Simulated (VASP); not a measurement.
Input of a VASP 6.6.1 run:

The input POSCAR:

```
PbS
1.0
    0.0000000000      2.9262516271      2.9262516271
    2.9262516271      0.0000000000      2.9262516271
    2.9262516271      2.9262516271      0.0000000000
Pb S
1 1
Direct
    0.0000000000      0.0000000000      0.0000000000
    0.5000000000      0.5000000000      0.5000000000
```

File INCAR.step1:

```
PREC = Accurate
ENCUT = 520
ISMEAR = 0
SIGMA = 0.01
LREAL = F
LASPH = T
NELM = 80
NBANDS = 17
GGA = PE
ALGO = Normal
EDIFF = 1E-4
LWAVE = T
LCHARG = F
```

Contents of INCAR.step2:

```
PREC = Accurate
ENCUT = 520
EDIFF = 1E-7
ISMEAR = 0
SIGMA = 0.01
LREAL = F
LASPH = T
NELM = 80
ALGO = Normal
ISIF = 2
LWAVE = F
LCHARG = T
METAGGA = R2SCAN
LMIXTAU = T
LELF = T
LVHAR = T
NBANDS = 17
ISTART = 1
```

The input KPOINTS:

```
Automatic mesh
0
Gamma
  6 6 6
```

Potentials or basis: VASP PAW PBE potentials, release 64 (Pb_d, S).

Launch:

```bash
$ cat potpaw_PBE.64/Pb_d/POTCAR potpaw_PBE.64/S/POTCAR > POTCAR
$ cp INCAR.step1 INCAR
$ mpirun -np 1 vasp_std > vasp.out
$ cp INCAR.step2 INCAR
$ mpirun -np 1 vasp_std > vasp.out
```

(1) Predict the pressure.

(2) What does it give for the band gap on the k mesh?

Answers

(1) 4.1 GPa.

(2) 0.46 eV, direct.

Caveat: the PAW data sets were made with another functional, which shifts forces and pressure a little; spin-orbit coupling is left out, which moves the levels of the heavy elements.
